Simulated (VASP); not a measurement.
## HfMoC2: single point with PBEsol+U

The system is HfMoC2.

```
Hf Mo C
1.0
     3.17711    0.00000    0.00000
     0.00000    3.17711    0.00000
     0.00000    0.00000    4.42983
Hf Mo C
1 1 2
Direct
  0.00000 0.00000 0.00000
  0.50000 0.50000 0.50000
  0.50000 0.50000 0.00000
  0.00000 0.00000 0.50000
```

* Program: VASP 6.6.1
* Task: single point
* Functional: PBEsol
* Potentials or basis: VASP PAW PBE potentials, release 64 (Hf_pv, Mo_sv, C)
* Cutoff: 520 eV
* k mesh: 8 × 8 × 6
* Occupations: fermi-dirac, width 0.05 eV
* Spin: no spin polarisation
* Hubbard terms: Hf d U = 3.0 eV, Mo d U = 3.0 eV

```yaml
Pressure: 5.8 GPa
Band_gap_on_the_k_mesh: zero (bands 16 and 17 overlap by 2.45 eV)
```

Levels at points of the mesh, in eV from the Fermi level:
| k point | band 12 | band 13 | band 14 | band 15 | band 16 | band 17 | band 18 | band 19 | band 20 | band 21 |
| --- | --- | --- | --- | --- | --- | --- | --- | --- | --- | --- |
| (0.00, 0.00, 0.00) | -1.42 | -1.42 | -1.41 | -1.41 | -0.42 | -0.16 | -0.08 | -0.08 | -0.04 | 0.53 |
| (0.50, 0.00, 0.00) | -5.02 | -4.44 | -3.83 | -3.77 | -0.49 | 1.10 | 2.15 | 3.30 | 3.62 | 4.31 |
| (0.50, 0.50, 0.00) | -3.97 | -3.97 | -1.42 | -1.24 | -1.24 | -1.08 | 1.20 | 1.59 | 2.56 | 4.40 |
| (0.00, 0.00, 0.50) | -3.54 | -2.42 | -2.42 | -1.85 | -1.85 | -1.29 | -0.30 | 2.11 | 2.11 | 4.05 |
| (0.50, 0.00, 0.50) | -5.32 | -5.29 | -4.50 | -4.34 | 1.16 | 1.16 | 1.78 | 4.97 | 5.59 | 5.66 |
| (0.50, 0.50, 0.50) | -4.49 | -4.49 | -4.49 | -4.42 | 1.08 | 1.08 | 1.60 | 3.39 | 3.39 | 3.65 |

Eigenvalues of the final occupation matrices:
| site | spin | trace | eigenvalues |
| --- | --- | --- | --- |
| site 1 d | 1 | 0.91 | 0.13 0.13 0.14 0.24 0.27 |
| site 1 d | 2 | 0.91 | 0.13 0.13 0.14 0.24 0.27 |
| site 2 d | 1 | 1.92 | 0.34 0.38 0.39 0.40 0.40 |
| site 2 d | 2 | 1.92 | 0.34 0.38 0.39 0.40 0.40 |

Run time: 73 s on 1 thread of Intel Xeon 8259CL, on a shared host, peak memory 0.2 GiB.

Caveat: the cell stands under pressure; the PAW data sets were made with another functional, which shifts forces and pressure a little; spin-orbit coupling is left out, which moves the levels of the heavy elements; U without spin polarisation on a metal has little footing; the U is typed as a test and isn't derived for this compound.
